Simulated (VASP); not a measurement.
ZrS:

```
CELL_PARAMETERS angstrom
0.00000 2.66656 2.66656
2.66656 0.00000 2.66656
2.66656 2.66656 0.00000
ATOMIC_POSITIONS crystal
Zr 0.50000 0.50000 0.50000
S 0.00000 0.00000 0.00000
```

* Program: VASP 6.6.1
* Task: relaxation of cell and atoms
* Functional: r2SCAN
* Potentials or basis: VASP PAW PBE potentials, release 64 (Zr_sv, S)
* Cutoff: 600 eV
* k mesh: 14 × 14 × 14
* Occupations: gaussian, width 0.1 eV
* Spin: no spin polarisation

At the start: pressure -7.5 GPa; volume 18.96 Å³/atom.

**Question.** How do energy, volume and symmetry change on relaxing?

**Answer.** Over 4 steps the energy falls by 28.1 meV/atom and the volume is 17.82 Å³/atom (-6.0 %); space group Fm-3m (No. 225, to 0.1 Å) before and after.

Step by step:
```csv
step,energy change (eV),largest force (eV/Å),pressure (GPa),volume (Å³)
1,0.0000,0.0000,-7.52,37.92
2,0.0245,0.0000,11.45,33.24
3,-0.0563,0.0000,-0.12,35.69
4,-0.0563,0.0000,0.05,35.64
```

Final structure:
```
Zr S
1.0
     0.00000    2.61205    2.61205
     2.61205    0.00000    2.61205
     2.61205    2.61205    0.00000
Zr S
1 1
Direct
  0.50000 0.50000 0.50000
  0.00000 0.00000 0.00000
```

Caveat: the highest band is partly filled, so the run has too few bands; the PAW data sets were made with another functional, which shifts forces and pressure a little.
